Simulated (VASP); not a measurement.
# SrTiO3 (Pm-3m) in VASP: notebook, part 2 of 2

VASP 6.6.1.

### 3 Single point, r2SCAN

This run uses another cell than the first one, of 11.93 Å³/atom.

POSCAR

```
SrTiO3
1.0
    3.9068515027      0.0000000000      0.0000000000
    0.0000000000      3.9068515027      0.0000000000
    0.0000000000      0.0000000000      3.9068515027
Sr Ti O
1 1 3
Direct
    0.0000000000      0.0000000000      0.0000000000
    0.5000000000      0.5000000000      0.5000000000
    0.5000000000      0.0000000000      0.5000000000
    0.5000000000      0.5000000000      0.0000000000
    0.0000000000      0.5000000000      0.5000000000
```

INCAR.step1

```
SYSTEM = SrTiO3
  ALGO = Normal
  EDIFF = 1E-4
  ENCUT = 520
  GGA = PE
  ISMEAR = 0
  LASPH = .TRUE.
  LCHARG = .FALSE.
  LREAL = .FALSE.
  LWAVE = .TRUE.
  NBANDS = 28
  NELM = 80
  PREC = Accurate
  SIGMA = 0.01
```

INCAR.step2

```
SYSTEM = SrTiO3
  ALGO = Normal
  EDIFF = 1E-6
  ENCUT = 520
  ISIF = 2
  ISMEAR = 0
  ISTART = 1
  LASPH = .TRUE.
  LCHARG = .FALSE.
  LMIXTAU = .TRUE.
  LREAL = .FALSE.
  LWAVE = .FALSE.
  METAGGA = R2SCAN
  NBANDS = 28
  NELM = 80
  PREC = Accurate
  SIGMA = 0.01
```

KPOINTS

```
k-points
0
G
  6 6 6
  0 0 0
```

Potentials or basis: VASP PAW PBE potentials, release 64 (Sr_sv, Ti_sv, O).

On the command line:

```console
$ cat potpaw_PBE.64/Sr_sv/POTCAR potpaw_PBE.64/Ti_sv/POTCAR potpaw_PBE.64/O/POTCAR > POTCAR
$ cp INCAR.step1 INCAR
$ mpirun -np 1 vasp_std > vasp.out
$ cp INCAR.step2 INCAR
$ mpirun -np 1 vasp_std > vasp.out
```

OUTCAR:

```text
SYSTEM = SrTiO3
   EDIFF = 1E-6
   ENCUT = 520
   ISIF = 2
   ISMEAR = 0
   ISTART = 1
   LASPH = .TRUE.
   LREAL = .FALSE.
   METAGGA = R2SCAN
   NELM = 80
   PREC = Accurate

 ion  position               nearest neighbor table
   1  0.000  0.000  0.000-   3 2.76   4 2.76   5 2.76   3 2.76   5 2.76   4 2.76   5 2.76   5 2.76
                             3 2.76   4 2.76   3 2.76   4 2.76   2 3.38   2 3.38   2 3.38   2 3.38
   2  0.500  0.500  0.500-   3 1.95   4 1.95   5 1.95   4 1.95   3 1.95   5 1.95   1 3.38   1 3.38
                             1 3.38   1 3.38   1 3.38   1 3.38   1 3.38   1 3.38
   3  0.500  0.000  0.500-   2 1.95   2 1.95   1 2.76   1 2.76   1 2.76   1 2.76
   4  0.500  0.500  0.000-   2 1.95   2 1.95   1 2.76   1 2.76   1 2.76   1 2.76
   5  0.000  0.500  0.500-   2 1.95   2 1.95   1 2.76   1 2.76   1 2.76   1 2.76

  LATTYP: Found a simple cubic cell.
 ALAT       =     3.9068515027

  Lattice vectors:

 A1 = (   3.9068515027,   0.0000000000,   0.0000000000)
 A2 = (   0.0000000000,   3.9068515027,   0.0000000000)
 A3 = (   0.0000000000,   0.0000000000,   3.9068515027)

Analysis of symmetry for initial positions (statically):
[... 178 lines left out ...]
 cond. band min:       6.1099443088   @ k =   0.0000   0.0000   0.0000
 fundamental gap:      2.2725560331
 Fermi energy:         3.9488347445

 k-point     1 :       0.0000    0.0000    0.0000
  band No.  band energies     occupation
      1     -54.8426      2.00000
      2     -30.0388      2.00000
      3     -30.0388      2.00000
      4     -30.0388      2.00000
      5     -30.0371      2.00000
      6     -14.5757      2.00000
[... 609 lines left out ...]
     27      12.6578      0.00000
     28      12.6578      0.00000

------------------------ aborting loop because EDIFF is reached ----------------------------------------

  FORCE on cell =-STRESS in cart. coord.  units (eV):
  Direction    XX          YY          ZZ          XY          YZ          ZX
  --------------------------------------------------------------------------------------
  -------------------------------------------------------------------------------------
  Total        0.3476191      0.3476191      0.3476191     -0.0000000      0.0000000      0.0000000
  in kB        9.3397121      9.3397121      9.3397121     -0.0000000      0.0000000      0.0000000
  external PRESSURE =       9.3397121 kB  Pullay stress =       0.0000000 kB

 VOLUME and BASIS-vectors are now :
 -----------------------------------------------------------------------------
  energy-cutoff  :      520.00
  volume of cell :       59.63
      direct lattice vectors                 reciprocal lattice vectors
     3.906851503  0.000000000  0.000000000     0.255960586  0.000000000  0.000000000
     0.000000000  3.906851503  0.000000000     0.000000000  0.255960586  0.000000000
     0.000000000  0.000000000  3.906851503     0.000000000  0.000000000  0.255960586

 POSITION                                       TOTAL-FORCE (eV/Angst)
 -----------------------------------------------------------------------------------
      0.00000      0.00000      0.00000         0.000000      0.000000      0.000000
      1.95343      1.95343      1.95343         0.000000      0.000000      0.000000
      1.95343      0.00000      1.95343         0.000000      0.000000      0.000000
      1.95343      1.95343      0.00000         0.000000      0.000000      0.000000
      0.00000      1.95343      1.95343         0.000000      0.000000      0.000000
 -----------------------------------------------------------------------------------
    total drift:                                0.000000      0.000000     -0.000000

  FREE ENERGIE OF THE ION-ELECTRON SYSTEM (eV)
  ---------------------------------------------------
  free  energy   TOTEN  =       -63.3289873483 eV

  energy  without entropy=      -63.3289873483  energy(sigma->0) =      -63.32898735
```

OUTCAR.step1:

```text
SYSTEM = SrTiO3
   EDIFF = 1E-4
   ENCUT = 520
   GGA = PE
   ISMEAR = 0
[... 848 lines left out ...]
      1.95343      1.95343      1.95343         0.000000      0.000000      0.000000
      1.95343      0.00000      1.95343         0.000000      0.000000      0.000000
      1.95343      1.95343      0.00000         0.000000      0.000000      0.000000
      0.00000      1.95343      1.95343         0.000000      0.000000      0.000000
 -----------------------------------------------------------------------------------
    total drift:                                0.000000      0.000000     -0.000000

  FREE ENERGIE OF THE ION-ELECTRON SYSTEM (eV)
  ---------------------------------------------------
  free  energy   TOTEN  =       -40.0786390241 eV

  energy  without entropy=      -40.0786390241  energy(sigma->0) =      -40.07863902
```

It took 6.2 min on 1 thread of Intel Xeon 8259CL, shared host; peak memory 0.19 GiB.

Results:

```
Free energy            : -63.3290 eV
Pressure               : 0.9 GPa
Band gap on the k mesh : 2.27 eV (least direct gap 2.66 eV)
```

Caveat: the PAW data sets were made with another functional, which shifts forces and pressure a little.

### 4 Single point, r2SCAN

This run uses another cell than the first one, of 11.93 Å³/atom.

POSCAR is that of step 3.

INCAR.step1

```
  ALGO = Normal
  EDIFF = 1E-4
  ENCUT = 520
  GGA = PE
  ISMEAR = 0
  LASPH = T
  LCHARG = F
  LREAL = F
  LWAVE = T
  NBANDS = 28
  NELM = 80
  PREC = Accurate
  SIGMA = 0.01
```

INCAR.step2

```
  ALGO = Normal
  EDIFF = 1E-7
  ENCUT = 520
  ISIF = 2
  ISMEAR = 0
  ISTART = 1
  LASPH = T
  LCHARG = T
  LELF = T
  LMIXTAU = T
  LREAL = F
  LVHAR = T
  LWAVE = F
  METAGGA = R2SCAN
  NBANDS = 28
  NELM = 80
  PREC = Accurate
  SIGMA = 0.01
```

KPOINTS

```
k-points
0
Gamma
  6 6 6
```

On the command line:

```console
$ cat potpaw_PBE.64/Sr_sv/POTCAR potpaw_PBE.64/Ti_sv/POTCAR potpaw_PBE.64/O/POTCAR > POTCAR
$ cp INCAR.step1 INCAR
$ mpirun -np 1 vasp_std > vasp.out
$ cp INCAR.step2 INCAR
$ mpirun -np 1 vasp_std > vasp.out
```

It took 6.7 min on 1 thread of Intel Xeon 8259CL, shared host; peak memory 0.19 GiB.

Results (log left out):

| Property | Result |
| --- | --- |
| Free energy | -63.3290 eV |
| Pressure | 0.9 GPa |
| Band gap on the k mesh | 2.27 eV (least direct gap 2.66 eV) |

Levels at points of the mesh, in eV from the valence-band top:
| k point | band 18 | band 19 | band 20 | band 21 | band 22 | band 23 |
| --- | --- | --- | --- | --- | --- | --- |
| (0.00, 0.00, 0.00) | -0.38 | -0.38 | -0.38 | 2.27 | 2.27 | 2.27 |
| (0.50, 0.00, 0.00) | -2.00 | -0.77 | -0.77 | 2.43 | 4.17 | 4.17 |
| (0.50, 0.50, 0.00) | -1.61 | -1.61 | -0.09 | 4.18 | 4.18 | 4.66 |
| (0.50, 0.50, 0.50) | 0.00 | 0.00 | 0.00 | 4.87 | 4.87 | 4.87 |

Caveat: the PAW data sets were made with another functional, which shifts forces and pressure a little. A k mesh can miss the band edges.
